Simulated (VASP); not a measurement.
Wanted: the native input for a VASP 6.6.1 run.

```
Task                   : single point
Functional             : PBE
Potentials or basis    : VASP PAW PBE potentials, release 64 (Sc_sv)
Cutoff                 : 520 eV
k mesh                 : 12 × 12 × 12
Occupations            : fermi-dirac, width 0.1 eV
Spin                   : no spin polarisation
Dipole correction      : no
Further INCAR settings : ALGO = Normal; EDIFF = 1e-06; NBANDS = 12
```

The structure of Sc lies in POSCAR:

```
Sc
1.0
    3.0126281650      0.0000000000      0.0000000000
    0.0000000000      3.0126281650      0.0000000000
    0.0000000000      0.0000000000      3.0126281650
Sc
1
Direct
    0.0000000000      0.0000000000      0.0000000000
```

This isn't the form of Sc at room conditions, which is hcp.

The input as run:

INCAR

```
SYSTEM = Sc
PREC = Accurate ; ENCUT = 520
EDIFF = 1E-6 ; ISMEAR = -1
SIGMA = 0.1 ; LREAL = .FALSE.
LASPH = .TRUE. ; NELM = 80
ALGO = Normal ; ISIF = 2
LWAVE = .FALSE. ; LCHARG = .FALSE.
GGA = PE ; NBANDS = 12
```

KPOINTS

```
Automatic mesh
0
G
  12 12 12
  0 0 0
```

Potentials or basis: VASP PAW PBE potentials, release 64 (Sc_sv).

The run is started by

```sh
$ cat potpaw_PBE.64/Sc_sv/POTCAR > POTCAR
$ mpirun -np 1 vasp_std > vasp.out
```

Results of the run:

| Quantity | Value |
| --- | --- |
| Pressure | -1.3 GPa |
| Band gap on the k mesh | zero (an odd number of electrons rules out a gap without spin polarisation) |

Wall time 32 s on 1 thread of Intel Xeon 8259CL, with other jobs on the host, peak memory 0.15 GiB.
